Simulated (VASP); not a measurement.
Wanted: the native input for a VASP 6.6.1 run.

* Task: single point
* Functional: r2SCAN
* Potentials or basis: VASP PAW PBE potentials, release 64 (Ga_d, Sb)
* Cutoff: 520 eV
* k mesh: 6 × 6 × 6
* Occupations: gaussian, width 0.01 eV
* Spin: no spin polarisation
* Dipole correction: no
* Further INCAR settings: ALGO = Normal; EDIFF = 1e-06; NBANDS = 16

The system is GaSb.

```
CELL_PARAMETERS angstrom
2.96327 2.96327 0.00000
-2.96327 2.96327 0.00000
0.00000 2.96327 2.96327
ATOMIC_POSITIONS crystal
Ga 0.00000 0.00000 0.00000
Sb 0.75000 0.25000 0.50000
```

One way to write it, as run:

POSCAR

```
GaSb
1.0
    2.9632717503      2.9632717503      0.0000000000
   -2.9632717503      2.9632717503      0.0000000000
    0.0000000000      2.9632717503      2.9632717503
Ga Sb
1 1
Direct
    0.0000000000      0.0000000000      0.0000000000
    0.7500000000      0.2500000000      0.5000000000
```

INCAR.step1

```
SYSTEM = GaSb
PREC     = Accurate       ! precision mode
ENCUT    = 520            ! plane-wave cutoff, eV
ISMEAR   = 0              ! smearing method
SIGMA    = 0.01           ! smearing width, eV
LREAL    = .False.        ! projectors in reciprocal space
LASPH    = .True.         ! aspherical terms in the spheres
NELM     = 80             ! most SCF steps
NBANDS   = 16             ! bands
GGA      = PE             ! functional
ALGO     = Normal         ! electronic algorithm
EDIFF    = 1E-4           ! SCF threshold, eV
LWAVE    = .True.         ! write WAVECAR
LCHARG   = .False.        ! write CHGCAR
```

INCAR.step2

```
SYSTEM = GaSb
PREC     = Accurate       ! precision mode
ENCUT    = 520            ! plane-wave cutoff, eV
EDIFF    = 1E-6           ! SCF threshold, eV
ISMEAR   = 0              ! smearing method
SIGMA    = 0.01           ! smearing width, eV
LREAL    = .False.        ! projectors in reciprocal space
LASPH    = .True.         ! aspherical terms in the spheres
NELM     = 80             ! most SCF steps
ALGO     = Normal         ! electronic algorithm
ISIF     = 2              ! what is computed and relaxed
LWAVE    = .False.        ! write WAVECAR
LCHARG   = .True.         ! write CHGCAR
METAGGA  = R2SCAN         ! meta-GGA
LMIXTAU  = .True.       
LELF     = .True.         ! ELF
LVHAR    = .True.       
NBANDS   = 16             ! bands
ISTART   = 1
```

KPOINTS

```
Automatic mesh
0
Gamma
  6 6 6
  0 0 0
```

Potentials or basis: VASP PAW PBE potentials, release 64 (Ga_d, Sb).

Command:

```sh
$ cat potpaw_PBE.64/Ga_d/POTCAR potpaw_PBE.64/Sb/POTCAR > POTCAR
$ cp INCAR.step1 INCAR
$ mpirun -np 1 vasp_std > vasp.out
$ cp INCAR.step2 INCAR
$ mpirun -np 1 vasp_std > vasp.out
```

Results of the run:

The pressure is 7.1 GPa and the band gap on the k mesh is 0.91 eV, indirect (least direct gap 1.20 eV).

Caveat: the PAW data sets were made with another functional, which shifts forces and pressure a little; spin-orbit coupling is left out, which moves the levels of the heavy elements.

It took 29 s on 1 thread of AMD EPYC 9R45 (Zen 5), on a shared host, peak memory 0.15 GiB.
